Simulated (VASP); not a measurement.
Set up this calculation in VASP 6.6.1, as the native input.

```
Task                   : single point
Functional             : PBE
Potentials or basis    : VASP PAW PBE potentials, release 64 (Al, N)
Cutoff                 : 520 eV
k mesh                 : 13 × 13 × 7
Occupations            : fermi-dirac, width 0.08 eV
Spin                   : no spin polarisation
Dipole correction      : no
Further INCAR settings : ALGO = Normal; EDIFF = 1e-06; NBANDS = 16
```

The structure of AlN (NiAs type) lies in POSCAR:

```
AlN
1.0
    2.5122260678      0.0000000000      0.0000000000
   -1.2561130339      2.1756515947      0.0000000000
    0.0000000000      0.0000000000      4.3736815193
Al N
2 2
Direct
    0.0000000000      0.0000000000      0.0000000000
    0.0000000000      0.0000000000      0.5000000000
    0.3333333333      0.6666666667      0.2500000000
    0.6666666667      0.3333333333      0.7500000000
```

One way to write it, as run:

INCAR

```
SYSTEM = AlN
PREC = Accurate
ENCUT = 520
EDIFF = 1E-6
ISMEAR = -1
SIGMA = 0.08
LREAL = .False.
LASPH = .True.
NELM = 80
ALGO = Normal
ISIF = 2
LWAVE = .False.
LCHARG = .False.
GGA = PE
NBANDS = 16
```

KPOINTS

```
Automatic mesh
0
Gamma
  13 13 7
  0 0 0
```

Potentials or basis: VASP PAW PBE potentials, release 64 (Al, N).

Run with:

```console
$ cat potpaw_PBE.64/Al/POTCAR potpaw_PBE.64/N/POTCAR > POTCAR
$ mpirun -np 1 vasp_std > vasp.out
```

It gave:

The pressure is 181.1 GPa and the band gap on the k mesh is 5.55 eV, indirect (least direct gap 7.53 eV).

Wall time 25 s on 1 thread of Intel(R) Xeon(R) 6975P-C (Granite Rapids), with other jobs on the host, peak memory 0.15 GiB.
